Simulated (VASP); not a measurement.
Runs of VASP 6.6.1 on BeS. The structure is that of space group F-43m (No. 216), or close to it. The cells are those of the table. 

| task | level | potentials or basis | cell | k mesh | cutoff (eV) | smearing | gap on the mesh (eV) | pressure (GPa) |
| --- | --- | --- | --- | --- | --- | --- | --- | --- |
| single point | PBEsol | VASP PAW PBE potentials, release 64 (Be, S) | a = 3.421 Å, angles 60.0°, 2 atoms | 8 × 8 × 8 | 520 | fermi-dirac 0.02 eV | 2.91 | 0.2 |
| single point | r2SCAN | VASP PAW PBE potentials, release 64 (Be, S) | a = 3.443 Å, angles 60.0°, 2 atoms | 10 × 10 × 10 | 520 | gaussian 0.01 eV | 3.60 | 0.3 |
| single point | PBE | VASP PAW PBE potentials, release 64 (Be, S) | a = 3.443 Å, angles 60.0°, 2 atoms | 10 × 10 × 10 | 520 | fermi-dirac 0.02 eV | 3.14 | 0.4 |
| single point | PBE | VASP PAW PBE potentials, release 64 (Be, S) | a = 3.443 Å, angles 60.0°, 2 atoms | 6 × 6 × 6 | 520 | gaussian 0.01 eV | 3.14 | 0.5 |
| relaxation of cell and atoms | PBEsol | VASP PAW PBE potentials, release 64 (Be, S) | relaxed from a = 3.448 Å, angles 60.0°, 2 atoms | 8 × 8 × 8 | 600 | fermi-dirac 0.02 eV | (b) | 0.0 |
| single point | LDA | VASP PAW LDA potentials, release 64 (Be, S) | a = 3.443 Å, angles 60.0°, 2 atoms | 10 × 10 × 10 | 520 | gaussian 0.01 eV | 2.93 | (a) |
| single point | r2SCAN | VASP PAW PBE potentials, release 64 (Be, S) | a = 3.443 Å, angles 60.0°, 2 atoms | 8 × 8 × 8 | 520 | fermi-dirac 0.02 eV | 3.60 | 0.3 |
| single point | LDA | VASP PAW LDA potentials, release 64 (Be, S) | a = 3.392 Å, angles 60.0°, 2 atoms | 8 × 8 × 8 | 520 | fermi-dirac 0.02 eV | 2.83 | 0.0 |

Alike in all rows: no spin polarisation.

Problem. Estimate the missing entries.

Solution. (a) -4.2; (b) 2.92.

Caveats: the PAW data sets were made with another functional, which shifts forces and pressure a little (some runs).

A k mesh can miss the band edges.
